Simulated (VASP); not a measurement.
A run of VASP 6.6.1:

File INCAR:

```
SYSTEM = ScAsS
PREC = Accurate
ENCUT = 520
EDIFF = 1E-6
ISMEAR = 0
SIGMA = 0.1
LREAL = .False.
LASPH = .True.
NELM = 60
ALGO = Normal
ISIF = 2
LWAVE = .False.
LCHARG = .False.
GGA = PE
NBANDS = 18
```

KPOINTS

```
regular mesh
0
Gamma
  4 4 4
  0 0 0
```

The input POSCAR:

```
ScAsS
1.0
    3.8212632300      0.0000000000      0.0000000000
    0.0000000000      3.8212632300      0.0000000000
    0.0000000000      0.0000000000      4.0302704600
Sc As S
1 1 1
Direct
    0.0000000000      0.0000000000      0.0000000000
    0.5000000000      0.5000000000      0.5000000000
    0.5000000000      0.5000000000      0.0000000000
```

Potentials or basis: VASP PAW PBE potentials, release 64 (Sc_sv, As, S).

Launch:

```console
$ cat potpaw_PBE.64/Sc_sv/POTCAR potpaw_PBE.64/As/POTCAR potpaw_PBE.64/S/POTCAR > POTCAR
$ mpirun -np 1 vasp_std > vasp.out
```

Hardware: 1 thread of Intel(R) Xeon(R) 6975P-C (Granite Rapids), with other jobs on the host.

Problem. Estimate the wall time of this run.

Solution. Wall time 9.5 s on 1 thread of Intel(R) Xeon(R) 6975P-C (Granite Rapids), with other jobs on the host, peak memory 0.17 GiB. Counts: scf iterations 14, k points 18.
